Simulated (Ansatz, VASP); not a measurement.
## Si in VASP and in Ansatz

```
CELL_PARAMETERS angstrom
-3.35069 3.35069 1.78558
3.35069 -3.35069 1.78558
3.35069 3.35069 -1.78558
ATOMIC_POSITIONS crystal
Si 0.17873 0.17873 0.35746
Si 0.82127 0.82127 0.64254
Si 0.17873 0.82127 0.00000
Si 0.82127 0.17873 0.00000
```

Alike in both runs: task single point; functional PBEsol; k mesh 12 × 12 × 12; occupations gaussian, width 0.03 eV; no spin polarisation.

```csv
,VASP,Ansatz
version,VASP 6.6.1,Ansatz 0.2.0
potentials or method,"VASP PAW PBE potentials, release 64 (Si), cutoff 520 eV","scalar-relativistic, plane waves, PAW"
valence electrons in the cell,16,16
```

|  | VASP | Ansatz | Ansatz less VASP |
| --- | --- | --- | --- |
| gap on the k mesh at the Fermi level (eV) | none | none | - |
| pressure (GPa) | 6.4 | 6.2 | -0.12 |
| traceless stress, the component that is largest in VASP (GPa) | 11.22 | 11.17 | -0.048 |
| rms of the force components (eV/Å) | 0.598 | 0.595 | -0.0023 |

VASP's potentials were made for PBE, not for PBEsol, and Ansatz warns of the same on its side. Atom by atom the forces differ by 0.002 eV/Å (rms over components). A gap of «none» marks a metal or a gap that the smearing closes. With one functional, cell and mesh, what is left measures potentials, basis and numerics.
